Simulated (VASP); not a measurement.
Wanted: the native input for a VASP 6.6.1 run.

| Item | Value |
| --- | --- |
| Task | relaxation of cell and atoms |
| Functional | RPBE |
| Potentials or basis | VASP PAW PBE potentials, release 64 (As, Mn_pv) |
| Cutoff | 600 eV |
| k mesh | 8 × 8 × 5 |
| Occupations | fermi-dirac, width 0.05 eV |
| Spin | collinear spin, ferromagnetic start |
| Starting moments | [0.0, 0.0, 4.0, 4.0] μB |
| Dipole correction | no |
| Further INCAR settings | ALGO = Normal; EDIFF = 1e-06; IBRION = 2; EDIFFG = -0.01; NSW = 60; ISIF = 3 |

The structure of MnAs lies in POSCAR:

```
MnAs
1.0
    3.7100000000      0.0000000000      0.0000000000
   -1.8550000000      3.2129542480      0.0000000000
    0.0000000000      0.0000000000      5.6910000000
As Mn
2 2
Direct
    0.6666666667      0.3333333333      0.7500000000
    0.3333333333      0.6666666667      0.2500000000
    0.0000000000      0.0000000000      0.5000000000
    0.0000000000      0.0000000000      0.0000000000
```

These files were run (other wordings do the same):

INCAR

```
PREC     = Accurate       # precision mode
ENCUT    = 600            # plane-wave cutoff, eV
EDIFF    = 1E-6           # SCF threshold, eV
ISMEAR   = -1             # smearing method
SIGMA    = 0.05           # smearing width, eV
LREAL    = F              # projectors in reciprocal space
LASPH    = T              # aspherical terms in the spheres
NELM     = 150            # most SCF steps
ALGO     = Normal         # electronic algorithm
ISIF     = 3              # what is computed and relaxed
LWAVE    = F              # write WAVECAR
LCHARG   = F              # write CHGCAR
ISPIN    = 2              # spin polarisation
MAGMOM   = 0 0 4 4        # initial moments
LORBIT   = 11             # projections on sites
LMAXMIX  = 4              # l up to which the mixer works
GGA      = RP             # functional
IBRION   = 2              # ionic algorithm
NSW      = 60             # ionic steps
EDIFFG   = -0.01          # ionic threshold
```

KPOINTS

```
Automatic mesh
0
Gamma
  8 8 5
```

Potentials or basis: VASP PAW PBE potentials, release 64 (As, Mn_pv).

Run with:

```sh
$ cat potpaw_PBE.64/As/POTCAR potpaw_PBE.64/Mn_pv/POTCAR > POTCAR
$ mpirun -np 1 vasp_std > vasp.out
```

Results of the run:

```yaml
Relaxed_volume: 17.01 Å³/atom
Relaxed_cell: a = 3.750 Å, b = 3.750 Å, c = 5.587 Å, α = 90.00°, β = 90.00°, γ = 120.00°
Space_group_after_relaxing_to_0.1_Å: P6_3/mmc (No. 194)
Energy_gained_by_relaxing: 2.4 meV/atom
Ionic_steps: 7
Pressure_after_relaxing: 0.0 GPa
Net_moment: 6.37 μB per cell
Site_moments: As -0.13; Mn +3.25 μB
Valence_electrons_inside_the_program's_atomic_spheres: As 2.78; Mn 11.56
```

Caveat: the PAW data sets were made with another functional, which shifts forces and pressure a little; the run started ferromagnetic, and an antiferromagnetic order may lie lower in energy.

It took 3.5 min on 1 thread of AMD EPYC 9R45 (Zen 5), on a shared host, peak memory 0.26 GiB.
